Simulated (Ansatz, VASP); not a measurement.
Cd: VASP beside Ansatz

```
Cd
1.0
     0.00000    3.06816    3.06816
     3.06816    0.00000    3.06816
     3.06816    3.06816    0.00000
Cd
2
Direct
  0.76250 0.91250 0.91250
  0.23750 0.08750 0.08750
```

Change from the starting cell: shortest bond scaled by 0.7, PAW files.

Alike in both runs: task single point; functional LDA; k mesh 9 × 9 × 9; occupations fermi-dirac, width 0.05 eV; no spin polarisation.

```csv
,VASP,Ansatz
version,VASP 6.6.1,Ansatz 0.2.0
potentials or method,"VASP PAW LDA potentials, release 64 (Cd)","PAW with Ansatz's default frozen-core files, scalar-relativistic"
plane-wave cutoff (eV),520,420
valence electrons in the cell,24,40
```

```tsv
	VASP	Ansatz	Ansatz less VASP
pressure (GPa)	47.0	44.7	-2.31
traceless stress, the component that is largest in VASP (GPa)	-51.62	-49.38	+2.246
rms of the force components (eV/Å)	17.255	16.505	-0.7497
```

LDA's correlation is that of Perdew and Zunger in VASP and of Perdew and Wang (1992) in Ansatz. Atom by atom the forces differ by 0.750 eV/Å (rms over components). Both programs put the cell under a high pressure, so it lies far from rest at this level. VASP's potentials hold 24 valence electrons a cell and Ansatz's 40, so a difference there can come from the potentials and not from the codes.
